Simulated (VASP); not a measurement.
Mg2SO: single point with PBE

Crystal: Mg2SO.

```xyz
4
Lattice="3.6749 0.0000 0.0000 0.0000 3.6749 0.0000 0.0000 0.0000 4.8840" Properties=species:S:1:pos:R:3 pbc="T T T"
O     0.0000    0.0000    0.0000
Mg    0.0000    1.8374    3.9624
Mg    1.8374    0.0000    0.9215
S     1.8374    1.8374    2.4420
```

```
Program                : VASP 6.6.1
Task                   : single point
Functional             : PBE
Potentials or basis    : VASP PAW PBE potentials, release 64 (O, Mg, S)
Cutoff                 : 600 eV
k mesh                 : 6 × 6 × 4
Occupations            : gaussian, width 0.01 eV
Spin                   : no spin polarisation
Dipole correction      : no
Further INCAR settings : ALGO = Normal; EDIFF = 1e-06; NBANDS = 16
```

The pressure is 1.7 GPa. The largest force is 0.013 eV/Å. The band gap on the k mesh is 1.62 eV, indirect (least direct gap 1.77 eV).

Forces in eV/Å, atoms in the order of the input:
```
O    0.000  0.000  0.000
Mg   0.000  0.000 -0.013
Mg   0.000  0.000  0.013
S    0.000  0.000  0.000
```

Stress tensor (GPa, compression positive):
```
1.70 0.00 0.00
0.00 1.70 0.00
0.00 0.00 1.59
```

Levels at points of the mesh, in eV from the valence-band top:
```
           k point  band 5  band 6  band 7  band 8  band 9  band 10  band 11  band 12
(0.00, 0.00, 0.00)   -2.33   -0.72   -0.15   -0.15    1.62     4.97     6.59     9.83
(0.50, 0.00, 0.00)   -2.08   -1.93   -1.91   -0.05    4.31     6.56     7.35     7.69
(0.50, 0.50, 0.00)   -1.66   -1.51   -1.51   -1.48    3.15     4.49     7.00     7.00
(0.00, 0.00, 0.50)   -2.22   -2.04   -0.32   -0.32    4.62     5.92     7.28     8.50
(0.50, 0.00, 0.50)   -2.07   -1.06   -0.87    0.00    4.26     6.54     7.36     8.40
(0.50, 0.50, 0.50)   -2.29   -2.29   -2.28   -1.90    5.70     5.96     6.77     6.77
```

Run time: 41 s on 1 thread of AMD EPYC 7R13, on a shared host, peak memory 0.17 GiB.

A k mesh can miss the band edges. Expect the measured gap to be larger: semilocal functionals such as PBE lack the derivative discontinuity.
